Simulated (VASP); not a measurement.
Here is a VASP 6.6.1 calculation.

POSCAR

```
TaN
1.0
    0.0000000000      2.2061004517      2.2061004517
    2.2061004517      0.0000000000      2.2061004517
    2.2061004517      2.2061004517      0.0000000000
Ta N
1 1
Direct
    0.5000000000      0.5000000000      0.5000000000
    0.0000000000      0.0000000000      0.0000000000
```

The input INCAR.step1:

```
SYSTEM = TaN
  ALGO = Normal
  EDIFF = 1E-4
  ENCUT = 520
  GGA = PE
  ISMEAR = -1
  LASPH = .TRUE.
  LCHARG = .FALSE.
  LDAU = .TRUE.
  LDAUJ = 0 0
  LDAUL = 2 -1
  LDAUTYPE = 2
  LDAUU = 4 0
  LMAXMIX = 4
  LREAL = .FALSE.
  LWAVE = .TRUE.
  NBANDS = 15
  NELM = 150
  PREC = Accurate
  SIGMA = 0.05
```

Contents of INCAR.step2:

```
SYSTEM = TaN
  ALGO = Normal
  EDIFF = 1E-6
  ENCUT = 520
  ISIF = 2
  ISMEAR = -1
  ISTART = 1
  LASPH = .TRUE.
  LCHARG = .FALSE.
  LDAU = .TRUE.
  LDAUJ = 0 0
  LDAUL = 2 -1
  LDAUPRINT = 1
  LDAUTYPE = 2
  LDAUU = 4 0
  LMAXMIX = 4
  LMIXTAU = .TRUE.
  LREAL = .FALSE.
  LWAVE = .FALSE.
  METAGGA = R2SCAN
  NBANDS = 15
  NELM = 150
  PREC = Accurate
  SIGMA = 0.05
```

The input KPOINTS:

```
k-points
0
G
  10 10 10
  0 0 0
```

Potentials or basis: VASP PAW PBE potentials, release 64 (Ta_pv, N).

Launch:

```bash
$ cat potpaw_PBE.64/Ta_pv/POTCAR potpaw_PBE.64/N/POTCAR > POTCAR
$ cp INCAR.step1 INCAR
$ mpirun -np 1 vasp_std > vasp.out
$ cp INCAR.step2 INCAR
$ mpirun -np 1 vasp_std > vasp.out
```

(1) Estimate the band gap on the k mesh.

(2) What does it give for the pressure?

## Answers

(1) zero (bands 8 and 9 overlap by 4.10 eV).

(2) 10.1 GPa.

Caveat: the cell stands under pressure; the PAW data sets were made with another functional, which shifts forces and pressure a little; spin-orbit coupling is left out, which moves the levels of the heavy elements; U without spin polarisation on a metal has little footing.
